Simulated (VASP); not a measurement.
Input of a VASP 6.6.1 run:

File INCAR:

```
SYSTEM = HC12
  PREC = Accurate
  ENCUT = 520
  EDIFF = 1E-7
  ISMEAR = 0
  SIGMA = 0.05
  LREAL = .False.
  LASPH = .True.
  NELM = 150
  ALGO = Normal
  ISIF = 2
  LWAVE = .False.
  LCHARG = .False.
  ISPIN = 2
  MAGMOM = 0 0 0 0 0 0 0 0 0 0 0 0 1
  LORBIT = 11
  LDIPOL = .True.
  IDIPOL = 3
  DIPOL = 0.5 0.5 0.299
  GGA = PE
  IVDW = 12
  NBANDS = 40
```

KPOINTS

```
Automatic mesh
0
Gamma
  6 7 1
  0 0 0
```

Contents of POSCAR:

```
HC12
1.0
    4.9311586502      0.0000000000      0.0000000000
    0.0000000000      4.0098697767      0.0000000000
    0.0000000000      0.0000000000     21.6014232414
C H
12 1
Direct
    0.2500000000      0.3776970832      0.1851729840
    0.7500000000      0.3776970832      0.1851729840
    0.0000000000      0.4720802753      0.2130426460
    0.5000000000      0.4720802753      0.2130426460
    0.0000000000      0.6609562027      0.2688143161
    0.5000000000      0.6609562027      0.2688143161
    0.2500000000      0.7503681903      0.2962457608
    0.7500000000      0.7503681903      0.2962457608
    0.2500000000      0.9412921293      0.3552728042
    0.7500000000      0.9412921293      0.3552728042
    0.0000000000      0.0234303656      0.3796705036
    0.5000000000      0.0234303656      0.3796705036
    0.0000000000      0.8567636989      0.4954036186
```

Potentials or basis: VASP PAW PBE potentials, release 64 (C, H).

Launch:

```sh
$ cat potpaw_PBE.64/C/POTCAR potpaw_PBE.64/H/POTCAR > POTCAR
$ mpirun -np 1 vasp_std > vasp.out
```

Problem. What does it give for the band gap on the k mesh?

Solution. 0.06 eV.

Problem. Estimate the net moment.

Solution. 3.00 μB per cell.

Problem. What does it give for the largest force?

Solution. 3.682 eV/Å.

Problem. Predict the site moments.

Solution. C +0.64, -0.02, -0.03, +0.11, +0.08, -0.05, +0.05, -0.52, +0.33 (each value once); H +0.35 μB.

Forces in eV/Å, atoms in the order of the input:
```
C    0.031  1.373  2.210
C   -0.031  1.373  2.210
C    0.000 -1.824 -3.034
C    0.000 -1.895 -3.156
C    0.000  0.390  0.870
C    0.000  0.479  1.020
C    0.004  0.380  0.405
C   -0.004  0.380  0.405
C    0.162 -0.154 -0.267
C   -0.162 -0.154 -0.267
C    0.000 -0.350  0.480
C    0.000 -0.204 -0.366
H    0.000  0.204 -0.509
```
